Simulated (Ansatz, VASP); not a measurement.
Rh: VASP beside Ansatz

File INCAR:

```
SYSTEM = Rh
ALGO     = Fast           ! electronic algorithm
EDIFF    = 1E-6           ! SCF threshold, eV
ENCUT    = 520            ! plane-wave cutoff, eV
GGA      = PE             ! functional
ISIF     = 2              ! what is computed and relaxed
ISMEAR   = 1              ! smearing method
LASPH    = .True.         ! aspherical terms in the spheres
LCHARG   = .True.         ! write CHGCAR
LELF     = .True.         ! ELF
LREAL    = .False.        ! projectors in reciprocal space
LVHAR    = .True.       
LWAVE    = .False.        ! write WAVECAR
NBANDS   = 14             ! bands
NELM     = 60             ! most SCF steps
PREC     = Accurate       ! precision mode
SIGMA    = 0.02           ! smearing width, eV
```

File KPOINTS:

```
k-points
0
Gamma
  22 22 22
  0 0 0
```

The input POSCAR:

```
Rh
1.0
    0.0000000000      1.9015500000      1.9300732500
    1.9015500000      0.0000000000      1.9300732500
    1.9015500000      1.9015500000      0.0000000000
Rh
1
Direct
    0.0000000000      0.0000000000      0.0000000000
```

Input for Ansatz:

```yaml
crystal:
  lattice:
    - [0.0, 1.90155, 1.93007325]
    - [1.90155, 0.0, 1.93007325]
    - [1.90155, 1.90155, 0.0]
  atoms:
    - { symbol: Rh, position: [0.0, 0.0, 0.0] }
basis:
  ecutwfc: 420
kpoints:
  mp_grid: { grid: [22, 22, 22] }
hamiltonian:
  xc: pbe
scf:
  occupations: { method: cold, width: 0.02 }
output:
  forces: true
  stress: true
  eigenvalues: true
```

Change from the starting cell: strain +0.0150 x Voigt [0, 0, 1, 0, 0, 0], atoms carried along.

Alike in both runs: task single point; functional PBE; k mesh 22 × 22 × 22; no spin polarisation.

|  | VASP | Ansatz |
| --- | --- | --- |
| version | VASP 6.6.1 | Ansatz 0.2.0 |
| potentials or method | VASP PAW PBE potentials, release 64 (Rh_pv), cutoff 520 eV | scalar-relativistic, plane waves, PAW |
| occupations | methfessel-paxton of order 1, width 0.02 eV | cold, width 0.02 eV |
| valence electrons in the cell | 15 | 17 |

Ansatz gave:

| Quantity | Value |
| --- | --- |
| gap on the k mesh at the Fermi level (eV) | none |
| pressure (GPa) | 1.6 |
| traceless stress, the component that is largest in VASP (GPa) | -2.21 |

Question: What did VASP give for the same quantities?

Answer: gap on the k mesh at the Fermi level (eV): none; pressure (GPa): 1.6; traceless stress, the component that is largest in VASP (GPa): -2.19.

A gap of «none» marks a metal or a gap that the smearing closes. VASP's potentials hold 15 valence electrons a cell and Ansatz's 17, so a difference there can come from the potentials and not from the codes.
